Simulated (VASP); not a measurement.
The system is C.

```
CELL_PARAMETERS angstrom
2.46400 0.00000 0.00000
-1.23200 2.13389 0.00000
0.00000 0.00000 6.71100
ATOMIC_POSITIONS crystal
C 0.00000 0.00000 0.25000
C 0.00000 0.00000 0.75000
C 0.33333 0.66667 0.25000
C 0.66667 0.33333 0.75000
```

* Program: VASP 6.6.1
* Task: relaxation of cell and atoms
* Functional: PBE
* Potentials or basis: VASP PAW PBE potentials, release 64 (C_h)
* Cutoff: 910 eV
* k mesh: 15 × 15 × 5
* Occupations: fermi-dirac, width 0.05 eV
* Spin: no spin polarisation

At the start: pressure 1.4 GPa; volume 8.82 Å³/atom.

Question: Where does the relaxation end?

Answer: Over 11 steps the energy falls by 7.5 meV/atom and the volume is 9.64 Å³/atom (+9.3 %); space group P6_3/mmc (No. 194, to 0.1 Å) before and after.

Step by step:
```csv
step,energy change (eV),largest force (eV/Å),pressure (GPa),volume (Å³)
1,0.0000,0.0000,1.43,35.29
2,-0.0055,0.0000,0.13,35.69
3,-0.0114,0.0000,-3.04,36.74
4,-0.0127,0.0000,-2.90,36.79
5,-0.0163,0.0000,-2.50,36.96
6,-0.0222,0.0000,-1.70,37.29
7,-0.0288,0.0000,-0.11,37.95
8,-0.0296,0.0000,0.66,38.28
9,-0.0298,0.0000,0.41,38.39
10,-0.0300,0.0000,-0.04,38.58
11,-0.0300,0.0000,-0.02,38.57
```

Final structure:
```yaml
crystal:
  lattice:
    - [2.46522, 0.00000, 0.00000]
    - [-1.23261, 2.13494, 0.00000]
    - [0.00000, 0.00000, 7.32876]
  atoms:
    - { symbol: C, position: [0.00000, 0.00000, 0.25000] }
    - { symbol: C, position: [0.00000, 0.00000, 0.75000] }
    - { symbol: C, position: [0.33333, 0.66667, 0.25000] }
    - { symbol: C, position: [0.66667, 0.33333, 0.75000] }
```

Caveat: the cutoff is under 1.25 times the usual one of these potentials, so pressure, stress and relaxed cells hold a basis-set (Pulay) error; this functional lacks dispersion, which binds the layers, so the pressure and a relaxed spacing across them are unreliable.
